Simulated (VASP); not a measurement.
# BaTiO3 (P4mm) in VASP: notebook, part 2 of 2

VASP 6.6.1. The steps go on from the part before.

**3. Relaxation of the atoms, PBE**

INCAR

```
ALGO = Normal ; EDIFF = 1E-7
EDIFFG = -0.01 ; ENCUT = 520
GGA = PE ; GGA_COMPAT = F
IBRION = 2 ; ISIF = 2
ISMEAR = 0 ; LASPH = T
LCHARG = F ; LREAL = F
LWAVE = F ; NELM = 120
NELMIN = 4 ; NSW = 60
PREC = Accurate ; SIGMA = 0.02
```

KPOINTS

```
k-points
0
Gamma
  8 8 8
```

POSCAR

```
BaTiO3
1.0
    3.9998000000      0.0000000000      0.0000000000
    0.0000000000      3.9998000000      0.0000000000
    0.0000000000      0.0000000000      4.0180000000
Ba Ti O
1 1 3
Direct
    0.0000000000      0.0000000000      0.0000000000
    0.5000000000      0.5000000000      0.4900000000
    0.5000000000      0.5000000000      0.0190000000
    0.5000000000      0.0000000000      0.5170000000
    0.0000000000      0.5000000000      0.5170000000
```

Potentials or basis: VASP PAW PBE potentials, release 64 (Ba_sv, Ti_sv, O).

Command:

```sh
> cat potpaw_PBE.64/Ba_sv/POTCAR potpaw_PBE.64/Ti_sv/POTCAR potpaw_PBE.64/O/POTCAR > POTCAR
> mpirun -np 1 vasp_std > vasp.out
```

OUTCAR:

```text
EDIFF = 1E-7
   EDIFFG = -0.01
   ENCUT = 520
   GGA = PE
   IBRION = 2
   ISIF = 2
   ISMEAR = 0
   LASPH = T
   LREAL = F
   NELM = 120
   NELMIN = 4
   NSW = 60
   PREC = Accurate

 ion  position               nearest neighbor table
   1  0.000  0.000  0.000-   4 2.79   5 2.79   5 2.79   4 2.79   3 2.83   3 2.83   3 2.83   3 2.83
                             4 2.88   5 2.88   5 2.88   4 2.88   2 3.45   2 3.45   2 3.45   2 3.45
   2  0.500  0.500  0.490-   3 1.89   4 2.00   5 2.00   4 2.00   5 2.00   3 2.13   1 3.45   1 3.45
                             1 3.45   1 3.45   1 3.49   1 3.49   1 3.49   1 3.49
   3  0.500  0.500  0.019-   2 1.89   2 2.13   1 2.83   1 2.83   1 2.83   1 2.83
   4  0.500  0.000  0.517-   2 2.00   2 2.00   1 2.79   1 2.79   1 2.88   1 2.88
   5  0.000  0.500  0.517-   2 2.00   2 2.00   1 2.79   1 2.79   1 2.88   1 2.88

  LATTYP: Found a simple tetragonal cell.
 ALAT       =     3.9998000000
 C/A-ratio  =     1.0045502275

  Lattice vectors:

 A1 = (   3.9998000000,   0.0000000000,   0.0000000000)
 A2 = (   0.0000000000,   3.9998000000,   0.0000000000)
 A3 = (   0.0000000000,   0.0000000000,   4.0180000000)

Analysis of symmetry for initial positions (statically):
=====================================================================
 Subroutine PRICEL returns:
 Original cell was already a primitive cell.

[... 184 lines left out ...]
  -------------------------------------------------------------------------------------
  Total        1.5645432      1.5645432      1.9394135      0.0000000     -0.0000000      0.0000000
  in kB       38.9952455     38.9952455     48.3386483      0.0000000     -0.0000000      0.0000000
  external PRESSURE =      42.1097131 kB  Pullay stress =       0.0000000 kB
[... 182 lines left out ...]
--------------------------------------- Ionic step        6  -------------------------------------------

 number of electron      39.9999980 magnetization

 Free energy of the ion-electron system (eV)
  ---------------------------------------------------
  ext. energy  EPLUGINS =         0.00000000
  ---------------------------------------------------
  free energy    TOTEN  =       -39.98697020 eV

  energy without entropy =      -39.98697020  energy(sigma->0) =      -39.98697020

 E-fermi :   4.1299     XC(G=0): -11.2392

 val. band max:        3.8701000893   @ k =   0.5000   0.5000   0.5000
 cond. band min:       5.6526525207   @ k =   0.0000   0.0000   0.0000
 fundamental gap:      1.7825524314
 Fermi energy:         4.1299077242

 k-point     1 :       0.0000    0.0000    0.0000
  band No.  band energies     occupation
      1     -52.7078      2.00000
      2     -28.9719      2.00000
      3     -28.9186      2.00000
      4     -28.9186      2.00000
      5     -21.0232      2.00000
      6     -13.0760      2.00000
[... 637 lines left out ...]
     23       7.4477      0.00000
     24       8.5552      0.00000

 [... further k-points ...]

------------------------ aborting loop because EDIFF is reached ----------------------------------------

  FORCE on cell =-STRESS in cart. coord.  units (eV):
  Direction    XX          YY          ZZ          XY          YZ          ZX
  --------------------------------------------------------------------------------------
  -------------------------------------------------------------------------------------
  Total        1.6279258      1.6279258      2.4463627      0.0000000      0.0000000      0.0000000
  in kB       40.5750165     40.5750165     60.9740362      0.0000000      0.0000000      0.0000000
  external PRESSURE =      47.3746898 kB  Pullay stress =       0.0000000 kB
[... 20 lines left out ...]
  FREE ENERGIE OF THE ION-ELECTRON SYSTEM (eV)
  ---------------------------------------------------
  free  energy   TOTEN  =       -39.9869701964 eV

  energy  without entropy=      -39.9869701964  energy(sigma->0) =      -39.98697020

 reached required accuracy - stopping structural energy minimisation
```

OSZICAR:

```text
N       E                     dE             d eps       ncg     rms          rms(c)
DAV:   1     0.456589817554E+03    0.45659E+03   -0.21390E+04  3600   0.180E+03
DAV:   2    -0.295792492890E+01   -0.45955E+03   -0.45153E+03  4528   0.488E+02
DAV:   3    -0.488446039250E+02   -0.45887E+02   -0.45066E+02  5272   0.146E+02
[... 54 lines left out ...]
DAV:   1    -0.399868683336E+02    0.86143E-04   -0.96398E-03  4328   0.160E+00    0.265E-02
DAV:   2    -0.399869689709E+02   -0.10064E-03   -0.11538E-03  3600   0.220E-01    0.168E-02
DAV:   3    -0.399869704522E+02   -0.14813E-05   -0.35955E-05  4992   0.443E-02    0.917E-03
DAV:   4    -0.399869702851E+02    0.16717E-06   -0.26640E-06  4832   0.164E-02    0.584E-03
DAV:   5    -0.399869701964E+02    0.88704E-07   -0.82614E-07  4848   0.897E-03
   6 F= -.39986970E+02 E0= -.39986970E+02  d E =-.932819E-04
```

CONTCAR:

```text
BaTiO3
   1.00000000000000
     3.9998000000000000    0.0000000000000000    0.0000000000000000
     0.0000000000000000    3.9998000000000000    0.0000000000000000
     0.0000000000000000    0.0000000000000000    4.0179999999999998
  Ba              Ti              O
     1     1     3
Direct
     0.0000000000000000    0.0000000000000000    0.0016733577235216
     0.5000000000000000    0.5000000000000000    0.4870576338414265
     0.5000000000000000    0.5000000000000000    0.0239394175636333
     0.5000000000000000    0.0000000000000000    0.5151647954357125
     0.0000000000000000    0.5000000000000000    0.5151647954357125

  0.00000000E+00  0.00000000E+00  0.00000000E+00
  0.00000000E+00  0.00000000E+00  0.00000000E+00
  0.00000000E+00  0.00000000E+00  0.00000000E+00
  0.00000000E+00  0.00000000E+00  0.00000000E+00
  0.00000000E+00  0.00000000E+00  0.00000000E+00
```

Wall time 4.4 min (1 thread of Oxide Virtual Turin-like, shared host); peak memory 0.23 GiB.

Results:

```
Free energy                  : -39.9870 eV
Energy gained by relaxing    : 0.9 meV/atom
Ionic steps                  : 6
Pressure after relaxing      : 4.7 GPa
Largest force after relaxing : 0.005 eV/Å
Band gap on the k mesh       : 1.78 eV (least direct gap 2.12 eV)
```

Forces in eV/Å, atoms in the order of the input:
```
Ba   0.000  0.000 -0.005
Ti   0.000  0.000  0.000
O    0.000  0.000  0.003
O    0.000  0.000  0.001
O    0.000  0.000  0.001
```

Stress tensor (GPa, compression positive):
```
4.06 0.00 0.00
0.00 4.06 0.00
0.00 0.00 6.10
```

Step by step:
```tsv
step	energy change (eV)	largest force (eV/Å)	pressure (GPa)
1	0.0000	0.2735	4.21
2	-0.0040	0.0983	4.51
3	-0.0046	0.0369	4.70
4	-0.0046	0.0391	4.69
5	-0.0047	0.0167	4.72
6	-0.0047	0.0052	4.74
```

Final structure:
```cif
data_structure
_symmetry_space_group_name_H-M 'P 1'
_symmetry_Int_Tables_number 1
_cell_length_a 3.9998
_cell_length_b 3.9998
_cell_length_c 4.0180
_cell_angle_alpha 90.000
_cell_angle_beta 90.000
_cell_angle_gamma 90.000
_cell_volume 64.28
loop_
_atom_site_label
_atom_site_type_symbol
_atom_site_fract_x
_atom_site_fract_y
_atom_site_fract_z
_atom_site_occupancy
Ba1 Ba 0.00000 0.00000 0.00167 1
Ti1 Ti 0.50000 0.50000 0.48706 1
O1 O 0.50000 0.50000 0.02394 1
O2 O 0.50000 0.00000 0.51516 1
O3 O 0.00000 0.50000 0.51516 1
```

Levels at points of the mesh, in eV from the valence-band top:
```
           k point  band 16  band 17  band 18  band 19  band 20  band 21  band 22  band 23  band 24
(0.00, 0.00, 0.00)    -1.31    -1.14    -0.38    -0.33    -0.33     1.78     2.07     2.07     3.98
(0.50, 0.00, 0.00)    -1.95    -1.83    -1.69    -1.02    -0.91     2.19     3.50     3.55     4.08
(0.50, 0.50, 0.00)    -2.75    -1.80    -1.04    -1.04    -0.09     3.57     3.57     3.93     4.70
(0.00, 0.00, 0.50)    -2.02    -1.96    -1.95    -0.71    -0.71     1.94     3.59     3.59     3.99
(0.50, 0.00, 0.50)    -2.68    -1.74    -0.91    -0.89    -0.21     3.52     3.60     3.94     4.83
(0.50, 0.50, 0.50)    -2.50    -2.43    -0.12    -0.12     0.00     4.17     4.18     4.18     6.48
```

Caveat: spin-orbit coupling is left out, which moves the levels of the heavy elements.
